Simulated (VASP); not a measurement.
BiS:

```
Bi S
1.0
     4.00294    0.00000    0.00000
     0.00000    4.00294    0.00000
     0.00000    0.00000    4.00294
Bi S
1 1
Direct
  0.50000 0.50000 0.50000
  0.00000 0.00000 0.00000
```

```yaml
Program: VASP 6.6.1
Task: relaxation of cell and atoms
Functional: PBEsol
Dispersion: D4
Potentials_or_basis: VASP PAW PBE potentials, release 64 (Bi_d, S)
Cutoff: 600 eV
k_mesh: 7 × 7 × 7
Occupations: fermi-dirac, width 0.05 eV
Spin: no spin polarisation
```

At the start: pressure -13.9 GPa; volume 32.07 Å³/atom.

Question: How do energy, volume and symmetry change on relaxing?

Answer: Over 3 steps the energy falls by 651.1 meV/atom and the volume is 21.57 Å³/atom (-32.7 %); space group Pm-3m (No. 221, to 0.05 Å).

Step by step:
```csv
step,energy change (eV),largest force (eV/Å),pressure (GPa),volume (Å³)
1,0.0000,0.0000,-13.88,64.14
2,-1.2873,0.0000,3.24,41.66
3,-1.3021,0.0000,0.03,43.14
```

Final structure:
```
Bi S
1.0
     3.50726    0.00000    0.00000
     0.00000    3.50726    0.00000
     0.00000    0.00000    3.50726
Bi S
1 1
Cartesian
  1.7536 1.7536 1.7536
  0.0000 0.0000 0.0000
```

Caveat: the volume moved by over 15 % at a fixed basis, so the end points are rough; the PAW data sets were made with another functional, which shifts forces and pressure a little; pairwise dispersion overbinds metals, which lowers pressure and volume.
